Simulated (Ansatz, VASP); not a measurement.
One calculation of Ge, two programs

POSCAR

```
Ge
1.0
    0.0000000000      2.7582764705      2.7582764705
    2.7582764705      0.0000000000      2.7582764705
    2.7582764705      2.7582764705      0.0000000000
Ge
2
Direct
    0.5000000000      0.5000000000      0.5000000000
    0.7500000000      0.7500000000      0.7500000000
```

Contents of INCAR.step1:

```
PREC = Accurate
ENCUT = 520
ISMEAR = -1
SIGMA = 0.05
LREAL = False
LASPH = True
NELM = 100
NBANDS = 21
GGA = PE
ALGO = Normal
EDIFF = 1E-4
LWAVE = True
LCHARG = False
```

File INCAR.step2:

```
PREC = Accurate
ENCUT = 520
EDIFF = 1E-7
ISMEAR = -1
SIGMA = 0.05
LREAL = False
LASPH = True
NELM = 100
ALGO = Normal
ISIF = 2
LWAVE = False
LCHARG = True
METAGGA = R2SCAN
LMIXTAU = True
LELF = True
LVHAR = True
NBANDS = 21
ISTART = 1
```

File KPOINTS:

```
regular mesh
0
Gamma
  9 9 9
```

Input for Ansatz:

```yaml
crystal:
  lattice:
    - [0.0, 2.7582764705, 2.7582764705]
    - [2.7582764705, 0.0, 2.7582764705]
    - [2.7582764705, 2.7582764705, 0.0]
  atoms:
    - { symbol: Ge, position: [0.5, 0.5, 0.5] }
    - { symbol: Ge, position: [0.75, 0.75, 0.75] }
hamiltonian:
  xc: r2scan
  pseudopotentials:
    kind: paw
    azcp:
      Ge: "pseudopotentials/Ge.paw.azcp"
basis:
  ecutwfc: 500
  fft_grid_basis: typed
kpoints:
  mp_grid: { grid: [9, 9, 9], shift: [0, 0, 0] }
magnetization:
  spin_polarized: false
scf:
  occupations: { method: fermi_dirac, width: 0.05 }
output:
  stress: true
```

Alike in both runs: task single point; functional r2SCAN; k mesh 9 × 9 × 9; occupations fermi-dirac, width 0.05 eV; no spin polarisation.

|  | VASP | Ansatz |
| --- | --- | --- |
| version | VASP 6.6.1 | Ansatz 0.2.0 |
| potentials or method | VASP PAW PBE potentials, release 64 (Ge_d), cutoff 520 eV | plane waves (500 eV) with PAW, scalar-relativistic |
| valence electrons in the cell | 28 | 28 |

|  | VASP | Ansatz | Ansatz less VASP |
| --- | --- | --- | --- |
| pressure (GPa) | 7.5 | 7.4 | -0.11 |

VASP's potentials were made for PBE, not for r2SCAN. The functional is the same, so the differences come from potentials, cutoffs and numerics.
